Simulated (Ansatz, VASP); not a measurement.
**Two plane-wave programs on Al2C**

```
Al C
1.0
     3.10358    0.00000    0.00000
    -1.55179    2.68778    0.00000
     0.00000    0.00000    4.44847
Al C
2 1
Direct
  0.33333 0.66667 0.23406
  0.66667 0.33333 0.76594
  0.00000 0.00000 0.00000
```

Change from the starting cell: species swapped into the NiTe2 type (P-3m1, No. 164).

Alike in both runs: functional PBE; k mesh 6 × 6 × 4; occupations gaussian, width 0.1 eV; no spin polarisation.

Ansatz relaxed the structure, and its values are those at the end. VASP's run is a single point on that final structure, the one shown.

```csv
,VASP,Ansatz
version,VASP 6.6.1,Ansatz 0.2.0
potentials or method,"VASP PAW PBE potentials, release 64 (Al, C), cutoff 520 eV","scalar-relativistic, plane waves, PAW"
valence electrons in the cell,10,10
```

```csv
,VASP,Ansatz,Ansatz less VASP
gap on the k mesh at the Fermi level (eV),none,none,-
pressure (GPa),-0.1,0.0,+0.07
rms of the force components (eV/Å),0.001,0.006,+0.0045
```

A gap of «none» marks a metal or a gap that the smearing closes.

The k mesh is coarse, so the values compare programs but aren't converged.
